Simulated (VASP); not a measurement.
Zn: single point with r2SCAN

Zn:

```
Zn
1.0
     2.61873    0.00000    0.00000
    -1.30936    2.26788    0.00000
     0.00000    0.00000    4.83890
Zn
2
Direct
  0.33333 0.66667 0.25000
  0.66667 0.33333 0.75000
```

```json
{
 "Program": "VASP 6.6.1",
 "Task": "single point",
 "Functional": "r2SCAN",
 "Potentials or basis": "VASP PAW PBE potentials, release 64 (Zn)",
 "Cutoff": "520 eV",
 "k mesh": "11 × 11 × 5",
 "Occupations": "fermi-dirac, width 0.1 eV",
 "Spin": "no spin polarisation",
 "Dipole correction": "no",
 "Further INCAR settings": "ALGO = Normal; EDIFF = 1e-06; NBANDS = 19"
}
```

```json
{
  "Pressure": "0.7 GPa",
  "Band gap on the k mesh": "zero (band 12 reaches 5.14 eV, above the bottom of band 13 at 0.38 eV)"
}
```

Stress tensor (GPa, compression positive):
```
 1.83  0.00  0.00
 0.00  1.83  0.00
 0.00  0.00 -1.66
```

Levels at points of the mesh, in eV from the Fermi level:
```tsv
k point	band 8	band 9	band 10	band 11	band 12	band 13	band 14	band 15	band 16	band 17
(0.00, 0.00, 0.00)	-7.71	-7.71	-7.48	-7.47	-4.07	-3.01	15.10	18.66	19.13	19.13
```

Wall time 92 s on 1 thread of Intel(R) Xeon(R) Platinum 8259CL CPU @ 2.50GHz (Skylake/Cascade Lake), on a shared host, peak memory 0.15 GiB.

Caveat: the PAW data sets were made with another functional, which shifts forces and pressure a little.
